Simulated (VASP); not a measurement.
A run of VASP 6.6.1 is set up as follows.

File INCAR:

```
  ALGO = Fast
  EDIFF = 1E-6
  ENCUT = 520
  GGA = PE
  ISIF = 2
  ISMEAR = 0
  LASPH = True
  LCHARG = False
  LREAL = False
  LWAVE = False
  NBANDS = 30
  NELM = 60
  PREC = Accurate
  SIGMA = 0.1
```

KPOINTS

```
k-points
0
Gamma
  16 10 6
```

Contents of POSCAR:

```
Ga3Sb
1.0
    2.9462559704      0.0000000000      0.0000000000
    0.0000000000      4.0956776398      0.0000000000
    0.0000000000      0.0000000000      9.0509859976
Ga Sb
3 1
Direct
    0.5000000000      0.0000000000      0.7845080473
    0.5000000000      0.0000000000      0.2154919527
    0.5000000000      0.0000000000      0.5000000000
    0.5000000000      0.5000000000      0.0000000000
```

Potentials or basis: VASP PAW PBE potentials, release 64 (Ga_d, Sb).

Launch:

```console
$ cat potpaw_PBE.64/Ga_d/POTCAR potpaw_PBE.64/Sb/POTCAR > POTCAR
$ mpirun -np 1 vasp_std > vasp.out
```

Predict the pressure.

0.1 GPa.

What does it give for the band gap on the k mesh?

Zero (band 22 reaches 5.81 eV, above the bottom of band 23 at 2.64 eV).

Stress tensor (GPa, compression positive):
```
0.05 0.00 0.00
0.00 0.04 0.00
0.00 0.00 0.17
```

Caveat: spin-orbit coupling is left out, which moves the levels of the heavy elements.
